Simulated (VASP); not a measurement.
Write the native input for VASP 6.6.1 that does the following.

* Task: single point
* Functional: PBE
* Potentials or basis: VASP PAW PBE potentials, release 64 (Sb)
* Cutoff: 520 eV
* k mesh: 9 × 9 × 9
* Occupations: fermi-dirac, width 0.05 eV
* Spin: no spin polarisation
* Dipole correction: no
* Further INCAR settings: ALGO = Normal; EDIFF = 1e-06; NBANDS = 12

The structure of Sb lies in POSCAR:

```
Sb
1.0
    2.1506003320      1.2416496806      3.7814400000
   -2.1506003320      1.2416496806      3.7814400000
    0.0000000000     -2.4832993611      3.7814400000
Sb
2
Direct
    0.2336400000      0.2336400000      0.2336400000
    0.7663600000      0.7663600000      0.7663600000
```

This cell differs from its parent crystal: zz strain of +1 %.

One way to write it, as run:

INCAR

```
SYSTEM = Sb
  PREC = Accurate
  ENCUT = 520
  EDIFF = 1E-6
  ISMEAR = -1
  SIGMA = 0.05
  LREAL = .FALSE.
  LASPH = .TRUE.
  NELM = 80
  ALGO = Normal
  ISIF = 2
  LWAVE = .FALSE.
  LCHARG = .FALSE.
  GGA = PE
  NBANDS = 12
```

KPOINTS

```
Automatic mesh
0
G
  9 9 9
  0 0 0
```

Potentials or basis: VASP PAW PBE potentials, release 64 (Sb).

The run is started by

```console
$ cat potpaw_PBE.64/Sb/POTCAR > POTCAR
$ mpirun -np 1 vasp_std > vasp.out
```

It gave:

```
Pressure               : 2.6 GPa
Largest force          : 0.177 eV/Å
Band gap on the k mesh : 0.06 eV, indirect (least direct gap 0.50 eV)
```

Caveat: the cell differs from its parent crystal (zz strain of +1 %); spin-orbit coupling is left out, which moves the levels of the heavy elements.

It took 80 s on 1 thread of AMD EPYC 7R43 64-Core Processor (Zen 3), with other jobs on the host, peak memory 0.19 GiB.
